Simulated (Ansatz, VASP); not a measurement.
# Two plane-wave programs on AlAu4

```
Al Au
1.0
     2.46894   -1.69404    0.01683
     2.46894    1.69404    0.01683
    -0.90936    0.00000   10.73988
Al Au
1 4
Direct
  0.00556 0.00556 0.99061
  0.61454 0.61454 0.82133
  0.19494 0.19494 0.61007
  0.79471 0.79471 0.39580
  0.39025 0.39025 0.18218
```

Alike in both runs: task single point; functional PBEsol; k mesh 12 × 12 × 4; occupations gaussian, width 0.1 eV; no spin polarisation.

```csv
,VASP,Ansatz
version,VASP 6.6.1,Ansatz 0.2.0
potentials or method,"VASP PAW PBE potentials, release 64 (Al, Au), cutoff 520 eV","scalar-relativistic, plane waves, PAW"
valence electrons in the cell,47,79
```

VASP gave:

* gap on the k mesh at the Fermi level (eV): none
* pressure (GPa): -7.5
* traceless stress, the component that is largest in VASP (GPa): -0.84
* rms of the force components (eV/Å): 0.291

Question: Which values does Ansatz return?

Answer: gap on the k mesh at the Fermi level (eV): none; pressure (GPa): -7.4; traceless stress, the component that is largest in VASP (GPa): -0.83; rms of the force components (eV/Å): 0.292.

VASP's potentials were made for PBE, not for PBEsol. Atom by atom the forces differ by 0.002 eV/Å (rms over components). A gap of «none» marks a metal or a gap that the smearing closes. With one functional, cell and mesh, what is left measures potentials, basis and numerics. VASP's potentials hold 47 valence electrons a cell and Ansatz's 79, so a difference there can come from the potentials and not from the codes.

Spin-orbit coupling is off throughout.
